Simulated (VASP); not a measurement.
Here is a VASP 6.6.1 calculation.

INCAR

```
  PREC = Accurate
  ENCUT = 450
  EDIFF = 1E-7
  ISMEAR = 0
  SIGMA = 0.1
  LREAL = False
  LASPH = True
  NELM = 120
  ALGO = Normal
  ISIF = 2
  LWAVE = False
  LCHARG = False
  LDIPOL = True
  IDIPOL = 3
  DIPOL = 0.5 0.5 0.329
  IBRION = 2
  NSW = 36
  EDIFFG = -0.025
  GGA_COMPAT = False
  NELMIN = 4
  NELMDL = -8
```

KPOINTS

```
Automatic mesh
0
Gamma
  6 6 1
```

Contents of POSCAR:

```
Al
1.0
    5.6336864727      0.0000000000      0.0000000000
   -2.8168432363      4.8789156023      0.0000000000
    0.0000000000      0.0000000000     20.0321727095
Al
13
Selective dynamics
Direct
    0.3333333333      0.1666666667      0.1996787896  F F F
    0.3333333333      0.6666666667      0.1996787896  F F F
    0.8333333333      0.1666666667      0.1996787896  F F F
    0.8333333333      0.6666666667      0.1996787896  F F F
    0.1666666667      0.3333333333      0.3128097176  F F F
    0.1666666667      0.8333333333      0.3128097176  F F F
    0.6666666667      0.3333333333      0.3128097176  F F F
    0.6666666667      0.8333333333      0.3128097176  F F F
    0.0000000000      0.0000000000      0.4259234799  F F F
    0.0000000000      0.5000000000      0.4259234799  F F F
    0.5000000000      0.0000000000      0.4259234799  F F F
    0.5000000000      0.5000000000      0.4259234799  F F F
    0.1666666667      0.3333333333      0.5191458091  F F T
```

Potentials or basis: VASP PAW LDA potentials, release 64 (Al).

Command:

```bash
$ cat potpaw_LDA.64/Al/POTCAR > POTCAR
$ mpirun -np 1 vasp_std > vasp.out
```

(1) What does it give for the energy gained by relaxing?

(2) Estimate the band gap on the k mesh.

Results:

(1) 17.0 meV/atom.

(2) zero (an odd number of electrons rules out a gap without spin polarisation).
